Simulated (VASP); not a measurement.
Write the native input for VASP 6.6.1 that does the following.

| Quantity | Value |
| --- | --- |
| Task | single point |
| Functional | PBE |
| Potentials or basis | VASP PAW PBE potentials, release 64 (Mo_sv, S) |
| Cutoff | 520 eV |
| k mesh | 8 × 8 × 2 |
| Occupations | gaussian, width 0.05 eV |
| Spin | collinear spin |
| Starting moments | [2.0, 2.0, 0.0, 0.0, 0.0, 0.0] μB |
| Dipole correction | no |
| Further INCAR settings | ALGO = Normal; EDIFF = 1e-06; NBANDS = 39 |

The structure of MoS2 lies in POSCAR:

```
MoS2
1.0
    3.1854792599      0.0000000000      0.0000000000
   -1.5927396299      2.7587059623      0.0000000000
    0.0000000000      0.0000000000     13.8573611948
Mo S
2 4
Direct
    0.3333333333      0.6666666667      0.2500000000
    0.6666666667      0.3333333333      0.7500000000
    0.3333333333      0.6666666667      0.6372941111
    0.6666666667      0.3333333333      0.1372941111
    0.3333333333      0.6666666667      0.8627058889
    0.6666666667      0.3333333333      0.3627058889
```

These files were run (other wordings do the same):

INCAR

```
  ALGO = Normal
  EDIFF = 1E-6
  ENCUT = 520
  GGA = PE
  ISIF = 2
  ISMEAR = 0
  ISPIN = 2
  LASPH = T
  LCHARG = F
  LMAXMIX = 4
  LORBIT = 11
  LREAL = F
  LWAVE = F
  MAGMOM = 2 2 0 0 0 0
  NBANDS = 39
  NELM = 150
  PREC = Accurate
  SIGMA = 0.05
```

KPOINTS

```
k-points
0
Gamma
  8 8 2
```

Potentials or basis: VASP PAW PBE potentials, release 64 (Mo_sv, S).

Run with:

```bash
$ cat potpaw_PBE.64/Mo_sv/POTCAR potpaw_PBE.64/S/POTCAR > POTCAR
$ mpirun -np 1 vasp_std > vasp.out
```

It gave:

```json
{
  "Pressure": "0.0 GPa",
  "Largest force": "0.007 eV/Å",
  "Band gap on the k mesh": "1.50 eV (least direct gap 1.95 eV)",
  "Net moment": "0.00 μB per cell",
  "Valence electrons inside the program's atomic spheres": "Mo 12.43; S 3.70"
}
```

Caveat: this functional lacks dispersion, which binds the layers, so the pressure and a relaxed spacing across them are unreliable.

It took 4.3 min on 1 thread of Intel Xeon 8259CL, with other jobs on the host, peak memory 0.36 GiB.
